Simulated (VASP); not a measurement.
# Mg4H in VASP: a series of runs

Runs on Mg4H. Level: PBEsol. Tasks: single point.

Everything below comes from runs of VASP 6.6.1. Logs are shortened: lines on timing, memory, paths and dates and some standing lists are left out, and cuts for length are marked.

## (1) The cell of the first run

The cell holds a slab with vacuum, 5 atoms: a = 3.188 Å, b = 5.108 Å, c = 19.136 Å, α = 90.00°, β = 90.00°, γ = 90.00°.

## (2) Single point, PBEsol

Contents of INCAR:

```
ALGO = Normal ; DIPOL = 0.5 0.5 0.342
EDIFF = 1E-6 ; ENCUT = 520
GGA = PS ; IDIPOL = 3
ISIF = 2 ; ISMEAR = 0
LASPH = True ; LCHARG = False
LDIPOL = True ; LREAL = False
LWAVE = False ; NBANDS = 12
NELM = 100 ; PREC = Accurate
SIGMA = 0.1
```

Contents of KPOINTS:

```
k-points
0
Gamma
  8 5 1
```

Contents of POSCAR:

```
Mg4H
1.0
    3.1881999939      0.0000000000      0.0000000000
    0.0000000000      5.1084658709      0.0000000000
    0.0000000000      0.0000000000     19.1358427726
Mg H
4 1
Direct
    0.0000000000      0.7500000000      0.2090318178
    0.5000000000      0.2500000000      0.2571276385
    0.5000000000      0.7500000000      0.3576109084
    0.0000000000      0.2500000000      0.3990335238
    0.0000000000      0.2500000000      0.4895917059
```

Potentials or basis: VASP PAW PBE potentials, release 64 (Mg, H).

The run is started by

```sh
$ cat potpaw_PBE.64/Mg/POTCAR potpaw_PBE.64/H/POTCAR > POTCAR
$ mpirun -np 1 vasp_std > vasp.out
```

OUTCAR:

```text
EDIFF = 1E-6
   ENCUT = 520
   GGA = PS
   ISIF = 2
   ISMEAR = 0
   LASPH = True
   LREAL = False
   NELM = 100
   PREC = Accurate

 ion  position               nearest neighbor table
   1  0.000  0.750  0.209-   2 3.15   2 3.15   2 3.15   2 3.15   3 3.26   3 3.26
   2  0.500  0.250  0.257-   1 3.15   1 3.15   1 3.15   1 3.15   4 3.15   4 3.15   3 3.20   3 3.20

   3  0.500  0.750  0.358-   4 3.11   4 3.11   4 3.11   4 3.11   2 3.20   2 3.20   1 3.26   1 3.26

   4  0.000  0.250  0.399-   5 1.73   3 3.11   3 3.11   3 3.11   3 3.11   2 3.15   2 3.15
   5  0.000  0.250  0.490-   4 1.73

  LATTYP: Found a simple orthorhombic cell.
 ALAT       =     3.1881999939
 B/A-ratio  =     1.6023040840
 C/A-ratio  =     6.0020835610

  Lattice vectors:

 A1 = (   3.1881999939,   0.0000000000,   0.0000000000)
 A2 = (   0.0000000000,   5.1084658709,   0.0000000000)
 A3 = (   0.0000000000,   0.0000000000,  19.1358427726)

Analysis of symmetry for initial positions (statically):
=====================================================================
 Subroutine PRICEL returns:
 Original cell was already a primitive cell.

 Routine SETGRP: Setting up the symmetry group for a
 simple orthorhombic supercell.

 Subroutine GETGRP returns: Found  4 space group operations
 (whereof  2 operations were pure point group operations)
 out of a pool of  8 trial point group operations.

The static configuration has the point symmetry C_1h.
 The point group associated with its full space group is C_2v.

Analysis of symmetry for dynamics (positions and initial velocities):
=====================================================================
 Subroutine PRICEL returns:
 Original cell was already a primitive cell.

 Routine SETGRP: Setting up the symmetry group for a
 simple orthorhombic supercell.

 Subroutine GETGRP returns: Found  4 space group operations
 (whereof  2 operations were pure point group operations)
 out of a pool of  8 trial point group operations.

The dynamic configuration has the point symmetry C_1h.
 The point group associated with its full space group is C_2v.

 Subroutine INISYM returns: Found  4 space group operations
 (whereof  2 operations are pure point group operations),
 and found     1 'primitive' translations

----------------------------------------------------------------------------------------

                                     Primitive cell

  volume of cell :     311.6619

  direct lattice vectors                    reciprocal lattice vectors
     3.188199994  0.000000000  0.000000000     0.313656609  0.000000000  0.000000000
     0.000000000  5.108465871  0.000000000     0.000000000  0.195753486  0.000000000
     0.000000000  0.000000000 19.135842773     0.000000000  0.000000000  0.052257954

  length of vectors
     3.188199994  5.108465871 19.135842773     0.313656609  0.195753486  0.052257954

  position of ions in fractional coordinates (direct lattice)
     0.000000000  0.750000000  0.209031818
     0.500000000  0.250000000  0.257127639
     0.500000000  0.750000000  0.357610908
     0.000000000  0.250000000  0.399033524
     0.000000000  0.250000000  0.489591706

  ion indices of the primitive-cell ions
   primitive index   ion index
                 1           1
                 2           2
                 3           3
                 4           4
                 5           5

----------------------------------------------------------------------------------------

 KPOINTS: k-points

Automatic generation of k-mesh.
 Grid dimensions read from file:
 generate k-points for:    8    5    1

 Generating k-lattice:

  Cartesian coordinates                     Fractional coordinates (reciprocal lattice)
     0.039207076  0.000000000  0.000000000     0.125000000  0.000000000  0.000000000
     0.000000000  0.039150697  0.000000000     0.000000000  0.200000000  0.000000000
     0.000000000  0.000000000  0.052257954     0.000000000  0.000000000  1.000000000

  Length of vectors
     0.039207076  0.039150697  0.052257954

  Shift w.r.t. Gamma in fractional coordinates (k-lattice)
     0.000000000  0.000000000  0.000000000

 Subroutine IBZKPT returns following result:
 ===========================================

 Found     15 irreducible k-points:

 Following reciprocal coordinates:
            Coordinates               Weight
  0.000000  0.000000  0.000000      1.000000
  0.125000  0.000000  0.000000      2.000000
  0.250000  0.000000  0.000000      2.000000
  0.375000  0.000000  0.000000      2.000000
  0.500000  0.000000  0.000000      1.000000
  0.000000  0.200000  0.000000      2.000000
  0.125000  0.200000  0.000000      4.000000
  0.250000  0.200000  0.000000      4.000000
  0.375000  0.200000  0.000000      4.000000
  0.500000  0.200000  0.000000      2.000000
  0.000000  0.400000  0.000000      2.000000
  0.125000  0.400000  0.000000      4.000000
  0.250000  0.400000  0.000000      4.000000
  0.375000  0.400000  0.000000      4.000000
  0.500000  0.400000  0.000000      2.000000
   k-points           NKPTS =     15   k-points in BZ     NKDIM =     15   number of bands    NBANDS=     12
   number of dos      NEDOS =    301   number of ions     NIONS =      5
   total plane-waves  NPLWV = 138240
   dimension x,y,z NGX =    24 NGY =   40 NGZ =  144
   dimension x,y,z NGXF=    48 NGYF=   80 NGZF=  288
   ions per type =               4   1
   NGX,Y,Z   is equivalent  to a cutoff of  12.51, 13.02, 12.51 a.u.
   NGXF,Y,Z  is equivalent  to a cutoff of  25.03, 26.03, 25.02 a.u.
 SYSTEM =  unknown system
   PREC   = accura    normal or accurate (medium, high low for compatibility)
   ISTART =      0    job   : 0-new  1-cont  2-samecut
   ICHARG =      2    charge: 1-file 2-atom 10-const
   ISPIN  =      1    spin polarized calculation?
   LNONCOLLINEAR =      F non collinear calculations
   LSORBIT =      F    spin-orbit coupling
   LASPH  =      T    aspherical Exc in radial PAW
   ENCUT  =  520.0 eV  38.22 Ry    6.18 a.u.   5.93  9.50 35.58*2*pi/ulx,y,z
   NELM   =    100;   NELMIN=  2; NELMDL= -5     # of ELM steps
   EDIFF  = 0.1E-05   stopping-criterion for ELM
   LREAL  =      F    real-space projection
   EDIFFG = 0.1E-04   stopping-criterion for IOM
   NSW    =      0    number of steps for IOM
   IBRION =     -1    ionic relax: 0-MD 1-quasi-New 2-CG
   NFREE  =      0    steps in history (QN), initial steepest desc. (CG)
   ISIF   =      2    stress and relaxation
   ISYM   =      2    0-nonsym 1-usesym 2-fastsym
   POTIM  = 0.5000    time-step for ionic-motion
   TEBEG  =    0.0;   TEEND  =   0.0 temperature during run
   PSTRESS=    0.0 pullay stress
   NELECT =       9.0000    total number of electrons
   NUPDOWN=      -1.0000    fix difference up-down
   EMIN   =  10.00;   EMAX   =-10.00  energy-range for DOS
   EFERMI =   0.00;   METHOD = LEGACY
   ISMEAR =     0;   SIGMA  =   0.10  broadening in eV -4-tet -1-fermi 0-gaus
   EFERMI_NEDOS =   21; number of points for ismear=-14 and -15
   IALGO  =     38    algorithm
   IMIX   =      4    mixing-type and parameters
     AMIX     =   0.40;   BMIX     =  1.00
     AMIX_MAG =   1.60;   BMIX_MAG =  1.00
  volume/ion in A,a.u.               =      62.33       420.64
  Fermi-wavevector in a.u.,A,eV,Ry     =   0.502259  0.949132  3.432262  0.252264
  Thomas-Fermi vector in A             =   1.511186
   LORBIT       =      0    0 simple, 1 ext, 2 COOP (PROOUT), +10 PAW based schemes
   GGA     = PS    functional components
   LHFCALC =     F    Hartree Fock is set to
   AEXX    =    0.0000 exact exchange contribution
   IVDW    =     0    specifies the selected vdW correction
   LEPSILON=     F    determine dielectric tensor
   LRPA    =     F    only Hartree local field effects (RPA)
 non-spin polarized calculation
 Gauss-broadening in eV      SIGMA  =   0.10
  energy-cutoff  :      520.00
  volume of cell :      311.66
 maximum number of plane-waves:      8432
 NGX is ok and might be reduce to    24
   NGX = 11   NGY = 19   NGZ = 71

 number of electron       9.0000000 magnetization

 dipolmoment           0.000000      0.000000      0.250560 electrons x Angstroem

 Free energy of the ion-electron system (eV)
  ---------------------------------------------------
  ext. energy  EPLUGINS =         0.00000000
  ---------------------------------------------------
  free energy    TOTEN  =        -7.95053862 eV

  energy without entropy =       -7.93677742  energy(sigma->0) =       -7.94365802

 E-fermi :  -2.5064     XC(G=0):  -3.5085

 val. band max:       -2.6714059564   @ k =   0.0000   0.0000   0.0000
 cond. band min:      -2.4652915032   @ k =   0.1250   0.2000   0.0000
 fundamental gap:      0.2061144532
 Fermi energy:        -2.5063611887

 k-point     1 :       0.0000    0.0000    0.0000
  band No.  band energies     occupation
      1      -8.6182      2.00000
      2      -6.5729      2.00000
      3      -4.5365      2.00000
      4      -3.3014      2.00000
      5      -2.6714      1.98041
      6      -2.2354      0.00013
      7      -1.2419      0.00000
      8      -0.4457      0.00000
      9       0.5291      0.00000
     10       1.7758      0.00000
     11       2.0529      0.00000
     12       2.5596      0.00000

 k-point     2 :       0.1250    0.0000    0.0000
  band No.  band energies     occupation
      1      -8.3881      2.00000
      2      -6.3520      2.00000
      3      -4.3581      2.00000
      4      -3.0904      2.00000
      5      -2.4540      0.45861
      6      -2.0492      0.00000
      7      -1.0325      0.00000
      8      -0.2659      0.00000
      9       0.6678      0.00000
     10       1.7931      0.00000
     11       2.2732      0.00000
     12       2.5399      0.00000
[... 181 lines left out ...]
 k-point    15 :       0.5000    0.4000    0.0000
  band No.  band energies     occupation
      1      -4.2389      2.00000
      2      -4.1625      2.00000
      3      -3.4970      2.00000
      4      -3.2101      2.00000
      5      -2.8989      2.00000
      6      -1.6836      0.00000
      7      -1.4148      0.00000
      8      -0.7546      0.00000
      9      -0.2336      0.00000
     10       0.9872      0.00000
     11       1.2375      0.00000
     12       2.0102      0.00000

------------------------ aborting loop because EDIFF is reached ----------------------------------------

 vacuum level on the upper side and lower side of the slab       (xc-potential included)         1.231        -1.454

  FORCE on cell =-STRESS in cart. coord.  units (eV):
  Direction    XX          YY          ZZ          XY          YZ          ZX
  --------------------------------------------------------------------------------------
  -------------------------------------------------------------------------------------
  Total        0.6008154     -0.3977791     -0.8203732      0.0000000      0.0000000      0.0000000
  in kB        3.0886452     -2.0448852     -4.2173378      0.0000000      0.0000000      0.0000000
  external PRESSURE =      -1.0578593 kB  Pullay stress =       0.0000000 kB

 VOLUME and BASIS-vectors are now :
 -----------------------------------------------------------------------------
  energy-cutoff  :      520.00
  volume of cell :      311.66
      direct lattice vectors                 reciprocal lattice vectors
     3.188199994  0.000000000  0.000000000     0.313656609  0.000000000  0.000000000
     0.000000000  5.108465871  0.000000000     0.000000000  0.195753486  0.000000000
     0.000000000  0.000000000 19.135842773     0.000000000  0.000000000  0.052257954

 POSITION                                       TOTAL-FORCE (eV/Angst)
 -----------------------------------------------------------------------------------
      0.00000      3.83135      4.00000         0.000000      0.000000      0.290903
      1.59410      1.27712      4.92035         0.000000      0.000000     -0.015272
      1.59410      3.83135      6.84319         0.000000      0.000000     -0.196995
      0.00000      1.27712      7.63584         0.000000      0.000000     -0.097879
      0.00000      1.27712      9.36875         0.000000      0.000000      0.019244
 -----------------------------------------------------------------------------------
    total drift:                                0.000000     -0.000000     -0.000037

  FREE ENERGIE OF THE ION-ELECTRON SYSTEM (eV)
  ---------------------------------------------------
  free  energy   TOTEN  =        -7.9505386162 eV

  energy  without entropy=       -7.9367774220  energy(sigma->0) =       -7.94365802

 vacuum level on the upper side and lower side of the slab         3.483         0.661
```

It took 87 s on 1 thread of Intel Xeon Platinum 8559C (Emerald Rapids), shared host; peak memory 0.35 GiB.

What came out:

```
Free energy            : -7.9505 eV
Largest force          : 0.291 eV/Å
Band gap on the k mesh : zero (an odd number of electrons rules out a gap without spin polarisation)
```

Forces in eV/Å, atoms in the order of the input:
```
Mg   0.000  0.000  0.291
Mg   0.000  0.000 -0.015
Mg   0.000  0.000 -0.197
Mg   0.000  0.000 -0.098
H    0.000  0.000  0.019
```

Caveat: the PAW data sets were made with another functional, which shifts forces and pressure a little.

## (3) Single point, PBEsol

Contents of INCAR:

```
SYSTEM = Mg4H
PREC = Accurate
ENCUT = 520
EDIFF = 1E-6
ISMEAR = 0
SIGMA = 0.1
LREAL = .FALSE.
LASPH = .TRUE.
NELM = 100
ALGO = Normal
ISIF = 2
LWAVE = .FALSE.
LCHARG = .FALSE.
LDIPOL = .TRUE.
IDIPOL = 3
DIPOL = 0.5 0.5 0.328
GGA = PS
NBANDS = 12
```

Contents of KPOINTS:

```
regular mesh
0
G
  8 5 1
  0 0 0
```

Changes to POSCAR since step 2:

```diff
@@ -12,2 +12,2 @@
     0.0000000000      0.2500000000      0.3990335238
-    0.0000000000      0.2500000000      0.4895917059
+    0.0000000000      0.7500000000      0.4158453956
```

Potentials or basis: VASP PAW PBE potentials, release 64 (Mg, H).

The run is started by

```sh
$ cat potpaw_PBE.64/Mg/POTCAR potpaw_PBE.64/H/POTCAR > POTCAR
$ mpirun -np 1 vasp_std > vasp.out
```

It took 82 s on 1 thread of Intel Xeon Platinum 8559C (Emerald Rapids), shared host; peak memory 0.35 GiB.

Results (log left out):

```
Free energy            : -8.7881 eV
Largest force          : 0.178 eV/Å
Band gap on the k mesh : zero (an odd number of electrons rules out a gap without spin polarisation)
```

Forces on the atoms (eV/Å):
```
Mg   0.000  0.000  0.178
Mg   0.000  0.000 -0.049
Mg   0.000  0.000 -0.142
Mg   0.000  0.000  0.035
H    0.000  0.000 -0.022
```

Levels at points of the mesh, in eV from the Fermi level:
```
           k point  band 1  band 2  band 3  band 4  band 5  band 6  band 7  band 8  band 9  band 10
(0.00, 0.00, 0.00)   -6.89   -4.85   -2.05   -0.93   -0.79    0.96    1.02    1.44    3.24     4.02
(0.50, 0.00, 0.00)   -4.54   -2.59   -1.60   -0.63    1.55    2.35    2.40    2.51    2.83     3.67
```

Caveat: the PAW data sets were made with another functional, which shifts forces and pressure a little.

## (4) Single point, PBEsol

Contents of INCAR:

```
SYSTEM = Mg4H
PREC = Accurate ; ENCUT = 520
EDIFF = 1E-7 ; ISMEAR = 0
SIGMA = 0.1 ; LREAL = .FALSE.
LASPH = .TRUE. ; NELM = 100
ALGO = Normal ; ISIF = 2
LWAVE = .FALSE. ; LCHARG = .TRUE.
LDIPOL = .TRUE. ; IDIPOL = 3
DIPOL = 0.5 0.5 0.335 ; GGA = PS
LELF = .TRUE. ; LVHAR = .TRUE.
LVACPOTAV = .TRUE. ; NBANDS = 12
```

KPOINTS is that of step 3.

Changes to POSCAR since step 3:

```diff
@@ -12,2 +12,2 @@
     0.0000000000      0.2500000000      0.3990335238
-    0.0000000000      0.7500000000      0.4158453956
+    0.5000000000      0.2500000000      0.4521850969
```

The run is started by

```sh
$ cat potpaw_PBE.64/Mg/POTCAR potpaw_PBE.64/H/POTCAR > POTCAR
$ mpirun -np 1 vasp_std > vasp.out
```

It took 98 s on 1 thread of Intel Xeon Platinum 8559C (Emerald Rapids), shared host; peak memory 0.35 GiB.

The run converged. Its results:

- Free energy: -8.6458 eV
- Largest force: 0.248 eV/Å
- Band gap on the k mesh: zero (an odd number of electrons rules out a gap without spin polarisation)

Forces in eV/Å, atoms in the order of the input:
```
Mg   0.000  0.000  0.248
Mg   0.000  0.000 -0.240
Mg   0.000  0.000 -0.171
Mg   0.000  0.000  0.158
H    0.000  0.000  0.005
```

Levels at points of the mesh, in eV from the Fermi level:
```
           k point  band 1  band 2  band 3  band 4  band 5  band 6  band 7  band 8  band 9  band 10
(0.00, 0.00, 0.00)   -6.48   -4.92   -2.44   -0.85   -0.28    0.58    1.11    1.84    3.24     3.82
(0.50, 0.00, 0.00)   -3.94   -2.44   -1.97   -0.24    0.66    2.37    2.40    2.72    3.20     3.78
```

Caveat: the PAW data sets were made with another functional, which shifts forces and pressure a little.

## (5) Single point, PBEsol

Contents of INCAR:

```
  PREC = Accurate
  ENCUT = 520
  EDIFF = 1E-7
  ISMEAR = 0
  SIGMA = 0.1
  LREAL = F
  LASPH = T
  NELM = 100
  ALGO = Normal
  ISIF = 2
  LWAVE = F
  LCHARG = T
  LDIPOL = T
  IDIPOL = 3
  DIPOL = 0.5 0.5 0.335
  GGA = PS
  LELF = T
  LVHAR = T
  LVACPOTAV = T
  NBANDS = 12
```

Contents of KPOINTS:

```
regular mesh
0
Gamma
  8 5 1
```

Changes to POSCAR since step 4:

```diff
@@ -12,2 +12,2 @@
     0.0000000000      0.2500000000      0.3990335238
-    0.5000000000      0.2500000000      0.4521850969
+    0.5000000000      0.7500000000      0.4520852229
```

The run is started by

```sh
$ cat potpaw_PBE.64/Mg/POTCAR potpaw_PBE.64/H/POTCAR > POTCAR
$ mpirun -np 1 vasp_std > vasp.out
```

Run time: 74 s. Hardware: 1 thread of Intel Xeon Platinum 8559C (Emerald Rapids), shared host; peak memory 0.35 GiB.

It converged, with:

- Free energy: -8.1098 eV
- Largest force: 0.343 eV/Å
- Band gap on the k mesh: zero (an odd number of electrons rules out a gap without spin polarisation)

Forces on the atoms (eV/Å):
```
Mg   0.000  0.000  0.229
Mg   0.000  0.000 -0.045
Mg   0.000  0.000 -0.343
Mg   0.000  0.000  0.144
H    0.000  0.000  0.015
```

Levels at points of the mesh, in eV from the Fermi level:
| k point | band 2 | band 3 | band 4 | band 5 | band 6 | band 7 | band 8 | band 9 |
| --- | --- | --- | --- | --- | --- | --- | --- | --- |
| (0.00, 0.00, 0.00) | -4.46 | -2.08 | -0.79 | -0.33 | 0.80 | 1.18 | 1.75 | 3.37 |
| (0.50, 0.00, 0.00) | -2.41 | -1.66 | -0.16 | 0.49 | 2.45 | 2.51 | 2.75 | 3.00 |

Caveat: the PAW data sets were made with another functional, which shifts forces and pressure a little.

## (6) Summary

```csv
cell,gap on the mesh (eV),largest force (eV/Å)
"as given, atomic positions A",none,0.29
"as given, atomic positions B",none,0.18
"as given, atomic positions C",none,0.25
"as given, atomic positions D",none,0.34
```

Alike in all rows: task single point; level PBEsol; potentials or basis VASP PAW PBE potentials, release 64 (Mg, H); no spin polarisation; k mesh 8 × 5 × 1; cutoff (eV) 520; smearing gaussian 0.1 eV.

Caveats: the PAW data sets were made with another functional, which shifts forces and pressure a little.

Total energies depend on the potentials used, so only differences within one code and one set of settings carry meaning.

The gap in the log of VASP goes by the Fermi energy; the results here count the filled bands.